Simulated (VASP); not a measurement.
Wanted: the native input for a VASP 6.6.1 run.

```yaml
Task: relaxation of cell and atoms
Functional: PBE
Potentials_or_basis: VASP PAW PBE potentials, release 64 (Cs_sv, Dy_3, Pt), 4f in core
Cutoff: 500 eV
k_mesh: 12 × 12 × 10
Occupations: gaussian, width 0.1 eV
Spin: no spin polarisation
Dipole_correction: no
Further_INCAR_settings: ALGO = Normal; EDIFF = 1e-07; IBRION = 2; EDIFFG = -0.01; NSW = 100; ISIF = 3
```

The structure of CsDyPt lies in POSCAR:

```
CsDyPt
1.0
    6.9145676123      0.0000000000      0.0000000000
   -3.4572838061      5.9881912084      0.0000000000
    0.0000000000      0.0000000000      5.1275637723
Cs Dy Pt
1 1 1
Direct
    0.6666666667      0.3333333333      0.5000000000
    0.0000000000      0.0000000000      0.5000000000
    0.0000000000      0.0000000000      0.0000000000
```

The cell was generated, and may not be a known phase.

One way to write it, as run:

INCAR

```
ALGO = Normal
EDIFF = 1E-7
EDIFFG = -0.01
ENCUT = 500
GGA = PE
GGA_COMPAT = F
IBRION = 2
ISIF = 3
ISMEAR = 0
LASPH = T
LCHARG = F
LMAXMIX = 6
LREAL = F
LWAVE = F
NELM = 200
NELMIN = 4
NSW = 100
PREC = Accurate
SIGMA = 0.1
```

KPOINTS

```
k-points
0
Gamma
  12 12 10
```

Potentials or basis: VASP PAW PBE potentials, release 64 (Cs_sv, Dy_3, Pt), 4f in core.

Launch:

```console
$ cat potpaw_PBE.64/Cs_sv/POTCAR potpaw_PBE.64/Dy_3/POTCAR potpaw_PBE.64/Pt/POTCAR > POTCAR
$ mpirun -np 1 vasp_std > vasp.out
```

It gave:

```yaml
Relaxed_volume: 75.67 Å³/atom
Relaxed_cell: a = 7.127 Å, b = 7.127 Å, c = 5.161 Å, α = 90.00°, β = 90.00°, γ = 120.00°
Space_group_after_relaxing_to_0.1_Å: P-6m2 (No. 187)
Energy_gained_by_relaxing: 3.6 meV/atom
Ionic_steps: 6
Pressure_after_relaxing: 0.0 GPa
Band_gap_on_the_k_mesh: zero (bands 14 and 15 overlap by 0.36 eV)
```

Caveat: spin-orbit coupling is left out, which moves the levels of the heavy elements; the 4f electrons are frozen in the core, so they carry no moment and show no levels.

Run time: 23 min on 1 thread of Intel(R) Xeon(R) Platinum 8488C (Sapphire Rapids), on a shared host, peak memory 0.73 GiB.
